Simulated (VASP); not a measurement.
Input of a VASP 6.6.1 run:

The input INCAR:

```
  PREC = Accurate
  ENCUT = 520
  EDIFF = 1E-7
  ISMEAR = 0
  SIGMA = 0.15
  LREAL = False
  LASPH = True
  NELM = 60
  ALGO = Fast
  ISIF = 2
  LWAVE = False
  LCHARG = False
  GGA = PS
  NBANDS = 16
```

The input KPOINTS:

```
Automatic mesh
0
Gamma
  24 24 14
```

The input POSCAR:

```
Ir
1.0
    2.7190554922      0.0000000000      0.0000000000
   -1.3595277461      2.3547711306     -0.0588692783
    0.0000000000     -0.1101983262      4.4079330487
Ir
2
Direct
    0.6666666667      0.3333333333      0.7500000000
    0.3333333333      0.6666666667      0.2500000000
```

Potentials or basis: VASP PAW PBE potentials, release 64 (Ir).

Launch:

```console
$ cat potpaw_PBE.64/Ir/POTCAR > POTCAR
$ mpirun -np 1 vasp_std > vasp.out
```

(1) What does it give for the band gap on the k mesh?

(2) What does it give for the pressure?

(3) Estimate the largest force.

Results:

(1) zero (bands 9 and 10 overlap by 3.41 eV).

(2) 1.8 GPa.

(3) 0.057 eV/Å.

Caveat: the cell differs from its parent crystal (strain -0.0500 x Voigt [0, 0, 0, 1, 0, 0]); the PAW data sets were made with another functional, which shifts forces and pressure a little; spin-orbit coupling is left out, which moves the levels of the heavy elements.
